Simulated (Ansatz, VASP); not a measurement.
Two plane-wave programs on Ga2SnO4

```
Ga Sn O
1.0
     0.00000    4.50000    4.50000
     4.50000    0.00000    4.50000
     4.50000    4.50000    0.00000
Ga Sn O
4 2 8
Direct
  0.12500 0.12500 0.62500
  0.12500 0.12500 0.12500
  0.12500 0.62500 0.12500
  0.62500 0.12500 0.12500
  0.50000 0.50000 0.50000
  0.75000 0.75000 0.75000
  0.89000 0.89000 0.89000
  0.92000 0.36000 0.36000
  0.89000 0.89000 0.33000
  0.36000 0.92000 0.36000
  0.36000 0.36000 0.36000
  0.89000 0.33000 0.89000
  0.36000 0.36000 0.92000
  0.33000 0.89000 0.89000
```

Alike in both runs: task relaxation of cell and atoms; functional PBE; k mesh 3 × 3 × 3; occupations gaussian, width 0.15 eV; no spin polarisation.

|  | VASP | Ansatz |
| --- | --- | --- |
| version | VASP 6.6.1 | Ansatz 0.2.0 |
| potentials or method | VASP PAW PBE potentials, release 64 (Ga_d, Sn_d, O), cutoff 600 eV | scalar-relativistic, plane waves, PAW |
| valence electrons in the cell | 128 | 128 |

```csv
,VASP,Ansatz,Ansatz less VASP
"gap on the k mesh at the Fermi level, each at its own relaxed structure (eV)",1.43,1.44,+0.009
relaxed volume (Å³/atom),12.92,12.81,-0.113
relaxed length of the cell vector where the two differ most in proportion (Å),6.348,6.329,-0.0186
```
